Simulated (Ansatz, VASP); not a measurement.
# Sc in VASP and in Ansatz

```xyz
2
Lattice="3.2309 0.0000 0.0000 -1.6155 2.7981 0.0000 0.0000 0.0000 4.9839" Properties=species:S:1:pos:R:3 pbc="T T T"
Sc    0.0000    1.8654    1.2460
Sc    1.6155    0.9327    3.7379
```

Alike in both runs: functional LDA; k mesh 21 × 21 × 12; occupations gaussian, width 0.1 eV; no spin polarisation.

Ansatz relaxed the structure, and its values are those at the end. VASP's run is a single point on that final structure, the one shown.

```csv
,VASP,Ansatz
version,VASP 6.6.1,Ansatz 0.2.0
potentials or method,"VASP PAW LDA potentials, release 64 (Sc_sv), cutoff 520 eV","scalar-relativistic, plane waves, PAW"
valence electrons in the cell,22,22
```

Ansatz gave:

* gap on the k mesh at the Fermi level (eV): none
* pressure (GPa): 0.0

What did VASP give for the same quantities?

gap on the k mesh at the Fermi level (eV): none; pressure (GPa): 0.1.

Ansatz warns that its potentials were made for another functional, while VASP's fit it. LDA's correlation is that of Perdew and Zunger in VASP and of Perdew and Wang (1992) in Ansatz. A gap of «none» marks a metal or a gap that the smearing closes.
